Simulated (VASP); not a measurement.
# Ti4HO8 (a cell with a defect): single point with PBE+D3(BJ)

The system is Ti4HO8 (a cell with a defect).

```
CELL_PARAMETERS angstrom
3.78500 0.00000 0.00000
0.00000 3.78500 0.00000
0.00000 0.00000 9.51400
ATOMIC_POSITIONS crystal
Ti 0.00817 0.99190 0.00184
Ti 0.99015 0.49187 0.26483
Ti 0.49580 0.49258 0.50660
Ti 0.51994 0.99249 0.75078
O 0.97777 0.99203 0.20950
O 0.99635 0.49254 0.46414
O 0.11256 0.49198 0.04252
O 0.01113 0.99277 0.79643
O 0.50549 0.49257 0.71387
O 0.51790 0.99182 0.96473
O 0.49636 0.99252 0.54648
O 0.49465 0.49214 0.29746
H 0.37031 0.49206 0.03042
```

```
Program             : VASP 6.6.1
Task                : single point
Functional          : PBE
Dispersion          : D3(BJ)
Potentials or basis : VASP PAW PBE potentials, release 64 (Ti_sv, O, H)
Cutoff              : 520 eV
k mesh              : 2 × 2 × 1
Occupations         : fermi-dirac, width 0.05 eV
Spin                : collinear spin, ferromagnetic start
Starting moments    : [0.0, 0.0, 0.0, 0.0, 0.0, 0.0, 0.0, 0.0, 0.0, 0.0, 0.0, 0.0, 1.0] μB
```

- Pressure: 6.0 GPa
- Largest force: 0.099 eV/Å
- Net moment: 0.49 μB per cell
- Site moments: Ti +0.38, +0.17, -0.06, -0.04; O -0.01, +0.00, -0.00; H +0.01 μB
- Valence electrons inside the program's atomic spheres: Ti 10.38, 10.33, 10.32; O 5.06, 5.09, 5.21, 5.08; H 0.72
- Dispersion energy per atom: -0.220 eV

Forces on the atoms (eV/Å):
```
Ti  -0.021  0.005  0.029
Ti   0.006  0.002 -0.058
Ti   0.010 -0.001 -0.018
Ti  -0.014  0.003  0.009
O   -0.013 -0.002  0.019
O   -0.003 -0.001  0.063
O   -0.037 -0.004  0.010
O    0.019 -0.002 -0.027
O    0.001 -0.003  0.021
O   -0.023  0.002  0.007
O   -0.007  0.000 -0.023
O   -0.015  0.001 -0.008
H    0.096  0.000 -0.023
```

Stress tensor (GPa, compression positive):
```
 4.27  0.00 -0.43
 0.00  4.63  0.00
-0.43  0.00  9.15
```

Levels at points of the mesh, in eV from the Fermi level:
Spin up:
```csv
k point,band 44,band 45,band 46,band 47,band 48,band 49,band 50,band 51,band 52,band 53
"(0.00, 0.00, 0.00)",-3.54,-3.26,-3.24,-2.91,-2.86,-0.27,-0.14,0.15,0.52,0.92
"(0.50, 0.00, 0.00)",-3.80,-3.78,-3.68,-3.57,-3.31,0.40,1.03,1.08,1.09,1.14
"(0.00, 0.50, 0.00)",-3.86,-3.73,-3.61,-3.57,-3.41,-0.28,0.48,0.61,0.95,1.12
"(0.50, 0.50, 0.00)",-4.60,-4.16,-2.81,-2.79,-2.69,0.70,0.73,0.89,0.95,0.97
```
Spin down:
```
           k point  band 46  band 47  band 48  band 49  band 50  band 51
(0.00, 0.00, 0.00)    -3.24    -2.91    -2.85    -0.19     0.16     0.47
(0.50, 0.00, 0.00)    -3.68    -3.56    -3.31     0.69     1.08     1.12
(0.00, 0.50, 0.00)    -3.62    -3.57    -3.41     0.34     0.69     0.88
(0.50, 0.50, 0.00)    -2.80    -2.78    -2.71     0.78     0.88     0.98
```

It took 4.6 min on 1 thread of AMD EPYC 7R13 (shared host), peak memory 0.27 GiB.

Caveat: the k points lie up to 0.83 Å⁻¹ apart; semilocal functionals often make such compounds metallic where correlation or magnetic order opens a gap, which also shifts bond lengths.
